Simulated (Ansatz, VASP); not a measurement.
**Two plane-wave programs on GaAs**

```
Ga As
1.0
     0.00000    2.82955    2.82955
     2.82955    0.00000    2.82955
     2.82955    2.82955    0.00000
Ga As
1 1
Cartesian
  0.0000 0.0000 0.0000
  1.4148 1.4148 1.4148
```

Alike in both runs: functional PBEsol; k mesh 10 × 10 × 10; occupations gaussian, width 0.01 eV; no spin polarisation.

Ansatz relaxed the structure, and its values are those at the end. VASP's run is a single point on that final structure, the one shown.

|  | VASP | Ansatz |
| --- | --- | --- |
| version | VASP 6.6.1 | Ansatz 0.2.0 |
| potentials or method | VASP PAW PBE potentials, release 64 (Ga_d, As), cutoff 500 eV | scalar-relativistic, plane waves, PAW |
| valence electrons in the cell | 18 | 28 |

|  | VASP | Ansatz | Ansatz less VASP |
| --- | --- | --- | --- |
| gap on the k mesh at the Fermi level (eV) | 0.43 | 0.42 | -0.014 |
| least direct gap on the mesh (eV) | 0.43 | 0.42 | -0.014 |
| pressure (GPa) | 0.1 | 0.0 | -0.15 |

VASP's potentials were made for PBE, not for PBEsol. The functional is the same, so the differences come from potentials, cutoffs and numerics. VASP's potentials hold 18 valence electrons a cell and Ansatz's 28, so a difference there can come from the potentials and not from the codes.
